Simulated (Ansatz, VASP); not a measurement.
W3N4: VASP beside Ansatz

```
CELL_PARAMETERS angstrom
4.12200 0.00000 0.00000
0.00000 4.12200 0.00000
0.00000 0.00000 4.12200
ATOMIC_POSITIONS crystal
N 0.50000 0.50000 0.50000
N 0.50000 0.00000 0.00000
N 0.00000 0.50000 0.00000
N 0.00000 0.00000 0.50000
W 0.50000 0.50000 0.00000
W 0.00000 0.50000 0.50000
W 0.50000 0.00000 0.50000
```

Alike in both runs: task single point; functional PBE; k mesh 5 × 5 × 5; occupations fermi-dirac, width 0.1 eV; collinear spin.

```csv
,VASP,Ansatz
version,VASP 6.6.1,Ansatz 0.2.0
potentials or method,"VASP PAW PBE potentials, release 64 (N_h, W_sv), cutoff 910 eV","PAW, plane waves, scalar-relativistic"
valence electrons in the cell,62,62
```

|  | VASP | Ansatz | Ansatz less VASP |
| --- | --- | --- | --- |
| net moment per atom (μB) | 0.00 | 0.00 | 0.000 |

Ansatz's warnings: seeded moment not kept.

Spin-orbit coupling is off throughout. Noted on VASP's run: the cutoff is short for stress, so the pressure is rough.
